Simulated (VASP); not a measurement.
Here is a VASP 6.6.1 calculation.

Contents of INCAR:

```
ALGO = Normal
EDIFF = 1E-6
ENCUT = 500
GGA = PE
GGA_COMPAT = False
ISIF = 2
ISMEAR = 0
LASPH = True
LCHARG = False
LREAL = False
LWAVE = False
NBANDS = 18
NELM = 120
PREC = Accurate
SIGMA = 0.05
```

KPOINTS

```
k-points
0
Gamma
  10 10 8
```

The input POSCAR:

```
BiTe
1.0
    4.0667624737      0.0000000000      0.0000000000
   -2.0333812369      3.5937955239      0.0000000000
    0.0000000000      0.0000000000      4.4405072890
Bi Te
1 1
Direct
    0.0000000000      0.0000000000      0.0000000000
    0.6666666667      0.3333333333      0.5000000000
```

Potentials or basis: VASP PAW PBE potentials, release 64 (Bi_d, Te).

The run is started by

```bash
$ cat potpaw_PBE.64/Bi_d/POTCAR potpaw_PBE.64/Te/POTCAR > POTCAR
$ mpirun -np 1 vasp_std > vasp.out
```

Question: Estimate the band gap on the k mesh.

Answer: Zero (an odd number of electrons rules out a gap without spin polarisation).

Question: Estimate the pressure.

Answer: 0.8 GPa.

Question: Estimate the largest force.

Answer: 0.023 eV/Å.

Forces in eV/Å, atoms in the order of the input:
```
Bi   0.000 -0.023  0.000
Te   0.000  0.023  0.000
```

Caveat: spin-orbit coupling is left out, which moves the levels of the heavy elements.
